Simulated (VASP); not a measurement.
Input of a VASP 6.6.1 run:

The input INCAR:

```
SYSTEM = SrMo
PREC = Accurate ; ENCUT = 600
EDIFF = 1E-6 ; ISMEAR = 0
SIGMA = 0.1 ; LREAL = .FALSE.
LASPH = .TRUE. ; NELM = 80
ALGO = Fast ; ISIF = 3
LWAVE = .FALSE. ; LCHARG = .FALSE.
GGA = PE ; IBRION = 2
NSW = 100 ; EDIFFG = -0.01
KPAR = 4
```

File KPOINTS:

```
Automatic mesh
0
G
  12 12 6
  0 0 0
```

File POSCAR:

```
SrMo
1.0
    5.3116948724      0.0000000000      0.0000000000
   -2.6558474362      4.6000626967      0.0000000000
    0.0000000000      0.0000000000      6.2990241113
Sr Mo
3 3
Direct
    0.6832191892      0.0000000000      0.6666666667
    0.0000000000      0.6832191892      0.3333333333
    0.3167808108      0.3167808108      0.0000000000
    0.5900958022      0.0000000000      0.1666666667
    0.0000000000      0.5900958022      0.8333333333
    0.4099041978      0.4099041978      0.5000000000
```

Potentials or basis: VASP PAW PBE potentials, release 64 (Sr_sv, Mo_sv).

The run is started by

```console
$ cat potpaw_PBE.64/Sr_sv/POTCAR potpaw_PBE.64/Mo_sv/POTCAR > POTCAR
$ mpirun -np 4 vasp_std > vasp.out
```

Q: Predict the relaxed cell.

A: a = 5.321 Å, b = 5.321 Å, c = 6.306 Å, α = 90.00°, β = 90.00°, γ = 120.00°.

Q: Predict the band gap on the k mesh.

A: Zero (bands 36 and 37 overlap by 0.24 eV).

Q: Predict the relaxed volume.

A: 25.77 Å³/atom.

Forces in eV/Å, atoms in the order of the input:
```
Sr   0.008  0.000  0.000
Sr  -0.004  0.007  0.000
Sr  -0.004 -0.007  0.000
Mo   0.007  0.000  0.000
Mo  -0.003  0.006  0.000
Mo  -0.003 -0.006  0.000
```
